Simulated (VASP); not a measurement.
Here is a VASP 6.6.1 calculation.

The input INCAR:

```
PREC     = Accurate       # precision mode
ENCUT    = 520            # plane-wave cutoff, eV
EDIFF    = 1E-6           # SCF threshold, eV
ISMEAR   = -1             # smearing method
SIGMA    = 0.1            # smearing width, eV
LREAL    = False          # projectors in reciprocal space
LASPH    = True           # aspherical terms in the spheres
NELM     = 100            # most SCF steps
ALGO     = Normal         # electronic algorithm
ISIF     = 2              # what is computed and relaxed
LWAVE    = False          # write WAVECAR
LCHARG   = True           # write CHGCAR
GGA      = RE             # functional
LELF     = True           # ELF
LVHAR    = True         
NBANDS   = 10             # bands
```

File KPOINTS:

```
regular mesh
0
Gamma
  14 14 8
```

POSCAR

```
Al
1.0
    2.8535259590      0.0000000000      0.0000000000
   -1.4267629795      2.4712259709      0.0000000000
    0.0000000000      0.0000000000      4.5905011580
Al
2
Direct
    0.3333333333      0.6666666667      0.2500000000
    0.6666666667      0.3333333333      0.7500000000
```

Potentials or basis: VASP PAW PBE potentials, release 64 (Al).

Command:

```console
$ cat potpaw_PBE.64/Al/POTCAR > POTCAR
$ mpirun -np 1 vasp_std > vasp.out
```

Task: Estimate the band gap on the k mesh.

Result: Zero (band 3 reaches 12.72 eV, above the bottom of band 4 at 5.02 eV).

Task: Predict the pressure.

Result: 3.2 GPa.

Stress tensor (GPa, compression positive):
```
2.49 0.00 0.00
0.00 2.49 0.00
0.00 0.00 4.52
```

Caveat: the PAW data sets were made with another functional, which shifts forces and pressure a little.
